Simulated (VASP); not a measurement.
# WC (P-6m2) in VASP: notebook, part 2 of 2

VASP 6.6.1. Earlier steps stand in the parts before.

## Step 3: Electric field gradients, PBE

Input file INCAR:

```
PREC = Accurate
ENCUT = 520
EDIFF = 1E-8
ISMEAR = -1
SIGMA = 0.05
LREAL = F
LASPH = T
NELM = 80
ALGO = Normal
ISIF = 2
LWAVE = F
LCHARG = F
GGA = PE
LEFG = T
NBANDS = 16
```

Input file KPOINTS:

```
Automatic mesh
0
Gamma
  13 13 12
```

Input file POSCAR:

```
WC
1.0
    2.9005014360      0.0000000000      0.0000000000
   -1.4502507180      2.5119079273      0.0000000000
    0.0000000000      0.0000000000      2.8290000000
W C
1 1
Direct
    0.0000000000      0.0000000000      0.0000000000
    0.6666666667      0.3333333333      0.5000000000
```

Potentials or basis: VASP PAW PBE potentials, release 64 (W_sv, C).

Started as:

```
> cat potpaw_PBE.64/W_sv/POTCAR potpaw_PBE.64/C/POTCAR > POTCAR
> mpirun -np 1 vasp_std > vasp.out
```

OUTCAR:

```text
PREC = Accurate
   ENCUT = 520
   EDIFF = 1E-8
   ISMEAR = -1
   LREAL = F
   LASPH = T
   NELM = 80
   ISIF = 2
   GGA = PE

 ion  position               nearest neighbor table
   1  0.000  0.000  0.000-   2 2.19   2 2.19   2 2.19   2 2.19   2 2.19   2 2.19
   2  0.667  0.333  0.500-   1 2.19   1 2.19   1 2.19   1 2.19   1 2.19   1 2.19

  LATTYP: Found a hexagonal cell.
 ALAT       =     2.9005014360
 C/A-ratio  =     0.9753485949

  Lattice vectors:

 A1 = (   2.9005014360,   0.0000000000,   0.0000000000)
 A2 = (  -1.4502507180,   2.5119079273,   0.0000000000)
 A3 = (   0.0000000000,   0.0000000000,   2.8290000000)

Analysis of symmetry for initial positions (statically):
=====================================================================
 Subroutine PRICEL returns:
 Original cell was already a primitive cell.

 Routine SETGRP: Setting up the symmetry group for a
 hexagonal supercell.

 Subroutine GETGRP returns: Found 12 space group operations
 (whereof 12 operations were pure point group operations)
 out of a pool of 24 trial point group operations.

The static configuration has the point symmetry D_3h.

Analysis of symmetry for dynamics (positions and initial velocities):
=====================================================================
 Subroutine PRICEL returns:
 Original cell was already a primitive cell.

 Routine SETGRP: Setting up the symmetry group for a
 hexagonal supercell.

 Subroutine GETGRP returns: Found 12 space group operations
 (whereof 12 operations were pure point group operations)
 out of a pool of 24 trial point group operations.

[... 157 lines left out ...]
      1     -62.8099      2.00000
      2     -26.7875      2.00000
      3     -26.6883      2.00000
      4     -26.6883      2.00000
      5      -3.3263      2.00000
      6       6.8272      2.00000
[... 433 lines left out ...]
      3     -26.8148      2.00000
      4     -26.7263      2.00000
      5      -2.5662      2.00000
      6       6.6351      2.00000
[... 8 lines left out ...]
     15      24.8479      0.00000
     16      29.1225      0.00000

 [... further k-points ...]

------------------------ aborting loop because EDIFF is reached ----------------------------------------

  FORCE on cell =-STRESS in cart. coord.  units (eV):
  Direction    XX          YY          ZZ          XY          YZ          ZX
  --------------------------------------------------------------------------------------
  -------------------------------------------------------------------------------------
  Total        1.2105220      1.2105220      1.2691291     -0.0000000      0.0000000      0.0000000
  in kB       94.0965082     94.0965082     98.6521690     -0.0000000      0.0000000      0.0000000
  external PRESSURE =      95.6150618 kB  Pullay stress =       0.0000000 kB

 VOLUME and BASIS-vectors are now :
 -----------------------------------------------------------------------------
  energy-cutoff  :      520.00
  volume of cell :       20.61
      direct lattice vectors                 reciprocal lattice vectors
     2.900501436  0.000000000  0.000000000     0.344767973  0.199051882  0.000000000
    -1.450250718  2.511907927  0.000000000     0.000000000  0.398103764  0.000000000
     0.000000000  0.000000000  2.829000000     0.000000000  0.000000000  0.353481796

 POSITION                                       TOTAL-FORCE (eV/Angst)
 -----------------------------------------------------------------------------------
      0.00000      0.00000      0.00000        -0.000000      0.000000      0.000000
      1.45025      0.83730      1.41450         0.000000     -0.000000      0.000000
 -----------------------------------------------------------------------------------
    total drift:                                0.000000     -0.000000      0.000000

  FREE ENERGIE OF THE ION-ELECTRON SYSTEM (eV)
  ---------------------------------------------------
  free  energy   TOTEN  =       -22.4360638044 eV

  energy  without entropy=      -22.4333213900  energy(sigma->0) =      -22.43469260

 Electric field gradients (V/A^2)
---------------------------------------------------------------------
 ion       V_xx      V_yy      V_zz      V_xy      V_xz      V_yz
---------------------------------------------------------------------
   1      72.263    72.264  -144.527     0.000     0.000     0.000
   2      -0.167    -0.166     0.333     0.000     0.000    -0.000
---------------------------------------------------------------------

 Electric field gradients after diagonalization (V/A^2)
 (convention: |V_zz| > |V_xx| > |V_yy|)
----------------------------------------------------------------------
 ion       V_xx      V_yy      V_zz     asymmetry (V_yy - V_xx)/ V_zz
----------------------------------------------------------------------
   1      72.264    72.263  -144.527       0.000
   2      -0.167    -0.166     0.333       0.003
----------------------------------------------------------------------

           NMR quadrupolar parameters

 Cq : quadrupolar parameter    Cq=e*Q*V_zz/h
 eta: asymmetry parameters     (V_yy - V_xx)/ V_zz
 Q  : nuclear electric quadrupole moment in mb (millibarn)
----------------------------------------------------------------------
 ion       Cq(MHz)       eta       Q (mb)
----------------------------------------------------------------------
   1      -0.349       0.000       1.000
   2       0.001       0.003       1.000
----------------------------------------------------------------------
```

OSZICAR:

```text
N       E                     dE             d eps       ncg     rms          rms(c)
DAV:   1     0.109282510505E+03    0.10928E+03   -0.93649E+03  4712   0.126E+03
DAV:   2    -0.222615545120E+02   -0.13154E+03   -0.12702E+03  5496   0.335E+02
DAV:   3    -0.254898506812E+02   -0.32283E+01   -0.32172E+01  5304   0.498E+01
DAV:   4    -0.255069122462E+02   -0.17062E-01   -0.17061E-01  5976   0.408E+00
DAV:   5    -0.255070366337E+02   -0.12439E-03   -0.12439E-03  5392   0.331E-01    0.329E+01
DAV:   6    -0.225135916305E+02    0.29934E+01   -0.57212E+00  5688   0.258E+01    0.877E+00
DAV:   7    -0.224636610858E+02    0.49931E-01   -0.42453E-01  4888   0.497E+00    0.632E+00
DAV:   8    -0.224373851102E+02    0.26276E-01   -0.60272E-02  5368   0.209E+00    0.111E+00
DAV:   9    -0.224361178564E+02    0.12673E-02   -0.31114E-03  5184   0.422E-01    0.118E-01
DAV:  10    -0.224360670769E+02    0.50779E-04   -0.30392E-04  5632   0.197E-01    0.646E-02
DAV:  11    -0.224360648210E+02    0.22560E-05   -0.15849E-05  5408   0.355E-02    0.973E-03
DAV:  12    -0.224360639009E+02    0.92011E-06   -0.30307E-06  5256   0.155E-02    0.135E-03
DAV:  13    -0.224360638375E+02    0.63329E-07   -0.11935E-07  5744   0.294E-03    0.443E-04
DAV:  14    -0.224360638068E+02    0.30731E-07   -0.22789E-09  3496   0.434E-04    0.441E-05
DAV:  15    -0.224360638044E+02    0.24265E-08   -0.15444E-10  2560   0.137E-04
   1 F= -.22436064E+02 E0= -.22434693E+02  d E =-.274241E-02
```

stdout:

```text
POSCAR found type information on POSCAR W C
 POSCAR found :  2 types and       2 ions
 scaLAPACK will be used
 LDA part: xc-table for (Slater+PW92), standard interpolation
 POSCAR, INCAR and KPOINTS ok, starting setup
 FFT: planning ... GRIDC
 FFT: planning ... GRID_SOFT
 FFT: planning ... GRID
 WAVECAR not read
 entering main loop
ion   1

ion   2
```

Wall time 75 s (1 thread of AMD EPYC 7R43 (Zen 3), shared host); peak memory 0.14 GiB.

What came out:

| Quantity | Value |
| --- | --- |
| Free energy | -22.4361 eV |
| Pressure | 9.6 GPa |
| Band gap on the k mesh | zero (band 9 reaches 11.87 eV, above the bottom of band 10 at 10.58 eV) |

Stress tensor (GPa, compression positive):
```
9.41 0.00 0.00
0.00 9.41 0.00
0.00 0.00 9.87
```

Electric field gradients, principal values (V/Å²):
```
atom   least  middle  greatest (by size)
 1 W  72.263  72.264            -144.527
 2 C  -0.166  -0.167               0.333
```

Caveat: without QUAD_EFG the Cq values of the log hold for a quadrupole moment of 1 mb, not for the nuclei; spin-orbit coupling is left out, which moves the levels of the heavy elements.

## Step 4: Electric field gradients, PBE (volume scaled by 1.01)

Input file INCAR:

```
SYSTEM = WC
ALGO = Normal ; EDIFF = 1E-8
ENCUT = 520 ; GGA = PE
ISIF = 2 ; ISMEAR = -1
LASPH = .TRUE. ; LCHARG = .FALSE.
LEFG = .TRUE. ; LREAL = .FALSE.
LWAVE = .FALSE. ; NBANDS = 16
NELM = 100 ; PREC = Accurate
SIGMA = 0.05
```

Input file KPOINTS:

```
k-points
0
G
  13 13 12
  0 0 0
```

Input file POSCAR:

```
WC
1.0
    2.9101377242      0.0000000000      0.0000000000
   -1.4550688621      2.5202531977      0.0000000000
    0.0000000000      0.0000000000      2.8383987401
W C
1 1
Direct
    0.0000000000      0.0000000000      0.0000000000
    0.6666666667      0.3333333333      0.5000000000
```

Potentials or basis: VASP PAW PBE potentials, release 64 (W_sv, C).

Started as:

```
> cat potpaw_PBE.64/W_sv/POTCAR potpaw_PBE.64/C/POTCAR > POTCAR
> mpirun -np 1 vasp_std > vasp.out
```

OUTCAR:

```text
SYSTEM = WC
   EDIFF = 1E-8
   ENCUT = 520
   GGA = PE
   ISIF = 2
   ISMEAR = -1
   LASPH = .TRUE.
   LREAL = .FALSE.
   NELM = 100
   PREC = Accurate

 ion  position               nearest neighbor table
   1  0.000  0.000  0.000-   2 2.20   2 2.20   2 2.20   2 2.20   2 2.20   2 2.20
   2  0.667  0.333  0.500-   1 2.20   1 2.20   1 2.20   1 2.20   1 2.20   1 2.20

  LATTYP: Found a hexagonal cell.
 ALAT       =     2.9101377242
 C/A-ratio  =     0.9753485948

  Lattice vectors:

 A1 = (   2.9101377242,   0.0000000000,   0.0000000000)
 A2 = (  -1.4550688621,   2.5202531977,   0.0000000000)
 A3 = (   0.0000000000,   0.0000000000,   2.8383987401)

Analysis of symmetry for initial positions (statically):
=====================================================================
 Subroutine PRICEL returns:
 Original cell was already a primitive cell.

 Routine SETGRP: Setting up the symmetry group for a
 hexagonal supercell.

 Subroutine GETGRP returns: Found 12 space group operations
 (whereof 12 operations were pure point group operations)
 out of a pool of 24 trial point group operations.

The static configuration has the point symmetry D_3h.

Analysis of symmetry for dynamics (positions and initial velocities):
=====================================================================
 Subroutine PRICEL returns:
 Original cell was already a primitive cell.

 Routine SETGRP: Setting up the symmetry group for a
 hexagonal supercell.

 Subroutine GETGRP returns: Found 12 space group operations
 (whereof 12 operations were pure point group operations)
 out of a pool of 24 trial point group operations.

The dynamic configuration has the point symmetry D_3h.

 Subroutine INISYM returns: Found 12 space group operations
 (whereof 12 operations are pure point group operations),
 and found     1 'primitive' translations

----------------------------------------------------------------------------------------

                                     Primitive cell

  volume of cell :      20.8176

  direct lattice vectors                    reciprocal lattice vectors
     2.910137724  0.000000000  0.000000000     0.343626349  0.198392765  0.000000000
    -1.455068862  2.520253198  0.000000000     0.000000000  0.396785530  0.000000000
     0.000000000  0.000000000  2.838398740     0.000000000  0.000000000  0.352311318

  length of vectors
     2.910137724  2.910137724  2.838398740     0.396785530  0.396785530  0.352311318

  position of ions in fractional coordinates (direct lattice)
     0.000000000  0.000000000  0.000000000
     0.666666667  0.333333333  0.500000000

  ion indices of the primitive-cell ions
   primitive index   ion index
                 1           1
                 2           2

----------------------------------------------------------------------------------------

 KPOINTS: k-points

Automatic generation of k-mesh.
 Grid dimensions read from file:
[... 72 lines left out ...]
   ISYM   =      2    0-nonsym 1-usesym 2-fastsym
   POTIM  = 0.5000    time-step for ionic-motion
   TEBEG  =    0.0;   TEEND  =   0.0 temperature during run
   PSTRESS=    0.0 pullay stress
   NELECT =      18.0000    total number of electrons
   NUPDOWN=      -1.0000    fix difference up-down
   EMIN   =  10.00;   EMAX   =-10.00  energy-range for DOS
   EFERMI =   0.00;   METHOD = LEGACY
   ISMEAR =    -1;   SIGMA  =   0.05  broadening in eV -4-tet -1-fermi 0-gaus
   EFERMI_NEDOS =   21; number of points for ismear=-14 and -15
   IALGO  =     38    algorithm
   IMIX   =      4    mixing-type and parameters
     AMIX     =   0.40;   BMIX     =  1.00
     AMIX_MAG =   1.60;   BMIX_MAG =  1.00
  volume/ion in A,a.u.               =      10.41        70.24
  Fermi-wavevector in a.u.,A,eV,Ry     =   1.559631  2.947276 33.095491  2.432450
  Thomas-Fermi vector in A             =   2.662961
   LORBIT       =      0    0 simple, 1 ext, 2 COOP (PROOUT), +10 PAW based schemes
   GGA     = PE    functional components
   LHFCALC =     F    Hartree Fock is set to
   AEXX    =    0.0000 exact exchange contribution
   IVDW    =     0    specifies the selected vdW correction
   LEPSILON=     F    determine dielectric tensor
   LRPA    =     F    only Hartree local field effects (RPA)
 non-spin polarized calculation
  energy-cutoff  :      520.00
  volume of cell :       20.82
 maximum number of plane-waves:       581
 NGX is ok and might be reduce to    24
   NGX = 11   NGY = 11   NGZ = 11

 number of electron      18.0000000 magnetization

 Free energy of the ion-electron system (eV)
  ---------------------------------------------------
  ext. energy  EPLUGINS =         0.00000000
  ---------------------------------------------------
  free energy    TOTEN  =       -22.44578866 eV

  energy without entropy =      -22.44298597  energy(sigma->0) =      -22.44438732

 E-fermi :  11.0413     XC(G=0): -13.7821

 val. band max:       10.9987864326   @ k =   0.4615   0.0769   0.4167
 cond. band min:      11.0478880265   @ k =   0.0769   0.0769   0.4167
 fundamental gap:      0.0491015939
 Fermi energy:        11.0413161295

 k-point     1 :       0.0000    0.0000    0.0000
  band No.  band energies     occupation
      1     -62.9745      2.00000
      2     -26.9522      2.00000
      3     -26.8563      2.00000
      4     -26.8563      2.00000
      5      -3.3921      2.00000
      6       6.7413      2.00000
[... 433 lines left out ...]
      3     -26.9786      2.00000
      4     -26.8930      2.00000
      5      -2.6420      2.00000
      6       6.5451      2.00000
[... 8 lines left out ...]
     15      24.6338      0.00000
     16      28.8796      0.00000

 [... further k-points ...]

------------------------ aborting loop because EDIFF is reached ----------------------------------------

  FORCE on cell =-STRESS in cart. coord.  units (eV):
  Direction    XX          YY          ZZ          XY          YZ          ZX
  --------------------------------------------------------------------------------------
  -------------------------------------------------------------------------------------
  Total        0.7086766      0.7086766      0.6898345      0.0000000     -0.0000000     -0.0000000
  in kB       54.5415610     54.5415610     53.0914252      0.0000000     -0.0000000     -0.0000000
  external PRESSURE =      54.0581824 kB  Pullay stress =       0.0000000 kB

 VOLUME and BASIS-vectors are now :
 -----------------------------------------------------------------------------
  energy-cutoff  :      520.00
  volume of cell :       20.82
      direct lattice vectors                 reciprocal lattice vectors
     2.910137724  0.000000000  0.000000000     0.343626349  0.198392765  0.000000000
    -1.455068862  2.520253198  0.000000000     0.000000000  0.396785530  0.000000000
     0.000000000  0.000000000  2.838398740     0.000000000  0.000000000  0.352311318

 POSITION                                       TOTAL-FORCE (eV/Angst)
 -----------------------------------------------------------------------------------
      0.00000      0.00000      0.00000         0.000000     -0.000000      0.000000
      1.45507      0.84008      1.41920        -0.000000      0.000000      0.000000
 -----------------------------------------------------------------------------------
    total drift:                                0.000000     -0.000000      0.000000

  FREE ENERGIE OF THE ION-ELECTRON SYSTEM (eV)
  ---------------------------------------------------
  free  energy   TOTEN  =       -22.4457886621 eV

  energy  without entropy=      -22.4429859694  energy(sigma->0) =      -22.44438732

 Electric field gradients (V/A^2)
---------------------------------------------------------------------
 ion       V_xx      V_yy      V_zz      V_xy      V_xz      V_yz
---------------------------------------------------------------------
   1      70.246    70.246  -140.492     0.000     0.000     0.000
   2      -0.137    -0.136     0.273     0.000     0.000    -0.000
---------------------------------------------------------------------

 Electric field gradients after diagonalization (V/A^2)
 (convention: |V_zz| > |V_xx| > |V_yy|)
----------------------------------------------------------------------
 ion       V_xx      V_yy      V_zz     asymmetry (V_yy - V_xx)/ V_zz
----------------------------------------------------------------------
   1      70.246    70.246  -140.492       0.000
   2      -0.137    -0.136     0.273       0.003
----------------------------------------------------------------------

           NMR quadrupolar parameters

 Cq : quadrupolar parameter    Cq=e*Q*V_zz/h
 eta: asymmetry parameters     (V_yy - V_xx)/ V_zz
 Q  : nuclear electric quadrupole moment in mb (millibarn)
----------------------------------------------------------------------
 ion       Cq(MHz)       eta       Q (mb)
----------------------------------------------------------------------
   1      -0.340       0.000       1.000
   2       0.001       0.003       1.000
----------------------------------------------------------------------
```

OSZICAR:

```text
N       E                     dE             d eps       ncg     rms          rms(c)
DAV:   1     0.107171400732E+03    0.10717E+03   -0.93685E+03  4712   0.125E+03
DAV:   2    -0.224224826602E+02   -0.12959E+03   -0.12518E+03  5520   0.334E+02
DAV:   3    -0.255047141044E+02   -0.30822E+01   -0.30715E+01  5320   0.492E+01
DAV:   4    -0.255208828818E+02   -0.16169E-01   -0.16168E-01  5984   0.398E+00
DAV:   5    -0.255210019501E+02   -0.11907E-03   -0.11907E-03  5336   0.324E-01    0.322E+01
DAV:   6    -0.225288420910E+02    0.29922E+01   -0.57769E+00  5680   0.258E+01    0.847E+00
DAV:   7    -0.224737092222E+02    0.55133E-01   -0.42553E-01  4912   0.501E+00    0.619E+00
DAV:   8    -0.224470752725E+02    0.26634E-01   -0.63736E-02  5336   0.216E+00    0.109E+00
DAV:   9    -0.224458485771E+02    0.12267E-02   -0.30826E-03  5176   0.432E-01    0.120E-01
DAV:  10    -0.224457911395E+02    0.57438E-04   -0.30723E-04  5640   0.198E-01    0.631E-02
DAV:  11    -0.224457896541E+02    0.14854E-05   -0.14736E-05  5376   0.343E-02    0.103E-02
DAV:  12    -0.224457887610E+02    0.89308E-06   -0.30184E-06  5240   0.155E-02    0.140E-03
DAV:  13    -0.224457886901E+02    0.70838E-07   -0.11637E-07  5696   0.291E-03    0.394E-04
DAV:  14    -0.224457886629E+02    0.27206E-07   -0.22478E-09  3688   0.432E-04    0.516E-05
DAV:  15    -0.224457886621E+02    0.80217E-09   -0.17172E-10  2608   0.146E-04
   1 F= -.22445789E+02 E0= -.22444387E+02  d E =-.280269E-02
```

Run time: 84 s. Hardware: 1 thread of AMD EPYC 7R43 (Zen 3), shared host; peak memory 0.14 GiB.

Results:

- Free energy: -22.4458 eV
- Pressure: 5.4 GPa
- Band gap on the k mesh: zero (band 9 reaches 11.72 eV, above the bottom of band 10 at 10.45 eV)

Electric field gradients, principal values (V/Å²):
| atom | least | middle | greatest (by size) |
| --- | --- | --- | --- |
| 1 W | 70.246 | 70.246 | -140.492 |
| 2 C | -0.136 | -0.137 | 0.273 |

Caveat: without QUAD_EFG the Cq values of the log hold for a quadrupole moment of 1 mb, not for the nuclei; spin-orbit coupling is left out, which moves the levels of the heavy elements.
